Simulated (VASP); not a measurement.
W: single point with PBE

W:

```xyz
1
Lattice="-2.3479 1.6771 1.6771 1.6771 -2.3479 1.6771 1.6771 1.6771 -2.3479" Properties=species:S:1:pos:R:3 pbc="T T T"
W     0.0000    0.0000    0.0000
```

This cell differs from its parent crystal: ratio of the length along [111] to the lengths across it x 0.5, volume and fractional coordinates fixed.

| Quantity | Value |
| --- | --- |
| Program | VASP 6.6.1 |
| Task | single point |
| Functional | PBE |
| Potentials or basis | VASP PAW PBE potentials, release 64 (W_sv) |
| Cutoff | 520 eV |
| k mesh | 24 × 24 × 24 |
| Occupations | gaussian, width 0.15 eV |
| Spin | no spin polarisation |
| Dipole correction | no |
| Further INCAR settings | ALGO = Fast; EDIFF = 1e-07; NBANDS = 13 |

```yaml
Pressure: 249.8 GPa
Band_gap_on_the_k_mesh: zero (band 7 reaches 14.59 eV, above the bottom of band 8 at 6.76 eV)
```

Stress tensor (GPa, compression positive):
```
249.80 264.16 264.16
264.16 249.80 264.16
264.16 264.16 249.80
```

Levels at points of the mesh, in eV from the Fermi level:
| k point | band 3 | band 4 | band 5 | band 6 | band 7 | band 8 | band 9 | band 10 | band 11 | band 12 |
| --- | --- | --- | --- | --- | --- | --- | --- | --- | --- | --- |
| (0.00, 0.00, 0.00) | -40.36 | -30.95 | -9.89 | -5.32 | -3.97 | -3.97 | 8.19 | 14.68 | 14.68 | 16.48 |
| (0.50, 0.00, 0.00) | -36.75 | -36.69 | -9.25 | -8.71 | 2.93 | 3.37 | 5.54 | 6.39 | 12.32 | 17.06 |
| (0.50, 0.50, 0.00) | -40.42 | -30.95 | -7.59 | -5.75 | -1.84 | -0.75 | 2.02 | 7.86 | 14.73 | 14.87 |
| (0.50, 0.50, 0.50) | -36.77 | -36.77 | -9.37 | -9.37 | 3.85 | 3.85 | 8.64 | 10.36 | 10.36 | 13.73 |

It took 9.6 min on 1 thread of Intel(R) Xeon(R) Platinum 8375C CPU @ 2.90GHz (Ice Lake), on a shared host, peak memory 0.4 GiB.

Caveat: spin-orbit coupling is left out, which moves the levels of the heavy elements.
